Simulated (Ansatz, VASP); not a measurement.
**One calculation of Ir3C, two programs**

File INCAR:

```
PREC = Accurate ; ENCUT = 520
EDIFF = 1E-7 ; ISMEAR = 0
SIGMA = 0.1 ; LREAL = False
LASPH = True ; NELM = 150
ALGO = Normal ; ISIF = 2
LWAVE = False ; LCHARG = False
ISPIN = 2 ; MAGMOM = 0 0 0 2
LORBIT = 11 ; LMAXMIX = 4
LDIPOL = True ; IDIPOL = 3
DIPOL = 0.5 0.5 0.346 ; NBANDS = 28
```

KPOINTS

```
regular mesh
0
Gamma
  12 12 1
```

POSCAR

```
Ir3C
1.0
    2.6946510889      0.0000000000      0.0000000000
   -1.3473255444      2.3336362973      0.0000000000
    0.0000000000      0.0000000000     21.2769546740
Ir C
3 1
Direct
    0.6666666667      0.3333333333      0.1879968286
    0.3333333333      0.6666666667      0.2885049938
    0.0000000000      0.0000000000      0.3890103072
    0.6666666667     -0.6666666667      0.5173181427
```

Input for Ansatz:

```yaml
crystal:
  lattice:
    - [2.6946510889, 0.0, 0.0]
    - [-1.3473255444, 2.3336362973, 0.0]
    - [0.0, 0.0, 21.276954674]
  atoms:
    - { symbol: Ir, position: [0.6666666667, 0.3333333333, 0.1879968286] }
    - { symbol: Ir, position: [0.3333333333, 0.6666666667, 0.2885049938] }
    - { symbol: Ir, position: [0.0, 0.0, 0.3890103072] }
    - { symbol: C, position: [0.6666666667, -0.6666666667, 0.5173181427], spin: 2.0 }
basis:
  ecutwfc: 420
kpoints:
  mp_grid: { grid: [12, 12, 1] }
hamiltonian:
  xc: lda
  pseudopotentials: { kind: paw, azcp: { folder: soft_1 } }
scf:
  occupations: { method: gaussian, width: 0.1 }
output:
  forces: true
  eigenvalues: true
  populations: true
magnetization:
  spin_polarized: true
efield:
  axis: 3
  dipole_correction: true
  ramp_width: 0.04
```

Alike in both runs: task single point; functional LDA; k mesh 12 × 12 × 1; occupations gaussian, width 0.1 eV; collinear spin.

|  | VASP | Ansatz |
| --- | --- | --- |
| version | VASP 6.6.1 | Ansatz 0.2.0 |
| potentials or method | VASP PAW LDA potentials, release 64 (Ir, C), cutoff 520 eV | scalar-relativistic, plane waves, PAW |
| valence electrons in the cell | 31 | 55 |

Ansatz gave:

```
gap on the k mesh at the Fermi level (eV) : none
rms of the force components (eV/Å)        : 0.588
net moment per atom (μB)                  : 0.00
```

Q: Which values does VASP return?

A: gap on the k mesh at the Fermi level (eV): none; rms of the force components (eV/Å): 0.614; net moment per atom (μB): 0.00.

Ansatz warns that its potentials were made for another functional, while VASP's fit it. LDA's correlation is that of Perdew and Zunger in VASP and of Perdew and Wang (1992) in Ansatz. Atom by atom the forces differ by 0.052 eV/Å (rms over components). A gap of «none» marks a metal or a gap that the smearing closes. VASP's potentials hold 31 valence electrons a cell and Ansatz's 55, so a difference there can come from the potentials and not from the codes. Ansatz's warnings: seeded moment not kept.

Neither program's run includes spin-orbit coupling.
